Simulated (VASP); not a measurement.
A run of VASP 6.6.1 is set up as follows.

Contents of INCAR:

```
SYSTEM = Ru5C
  ALGO = Normal
  DIPOL = 0.5 0.5 0.389
  EDIFF = 1E-6
  EDIFFG = -0.025
  ENCUT = 520
  GGA = CA
  IBRION = 2
  IDIPOL = 3
  ISIF = 2
  ISMEAR = 0
  LASPH = .TRUE.
  LCHARG = .FALSE.
  LDIPOL = .TRUE.
  LREAL = .FALSE.
  LWAVE = .FALSE.
  NELM = 60
  NSW = 36
  PREC = Accurate
  SIGMA = 0.1
```

The input KPOINTS:

```
k-points
0
G
  12 12 1
  0 0 0
```

File POSCAR:

```
Ru5C
1.0
    2.6740588489      0.0000000000      0.0000000000
   -1.3370294244      2.3158028943      0.0000000000
    0.0000000000      0.0000000000     23.8999248192
Ru C
5 1
Selective dynamics
Direct
    0.6666666667      0.3333333333      0.1673645432  F F F
    0.3333333333      0.6666666667      0.2557907834  F F F
    0.6666666667      0.3333333333      0.3443582823  F F F
    0.3333333333      0.6666666667      0.4334512803  F F F
    0.6666666667      0.3333333333      0.5188269383  F F F
    0.6666666667      0.3333333333      0.6117142598  F F T
```

Potentials or basis: VASP PAW LDA potentials, release 64 (Ru_pv, C).

Launch:

```console
$ cat potpaw_LDA.64/Ru_pv/POTCAR potpaw_LDA.64/C/POTCAR > POTCAR
$ mpirun -np 1 vasp_std > vasp.out
```

(1) Estimate the band gap on the k mesh.

(2) Estimate the energy gained by relaxing.

Answers

(1) zero (bands 37 and 38 overlap by 2.67 eV).

(2) 165.5 meV/atom.
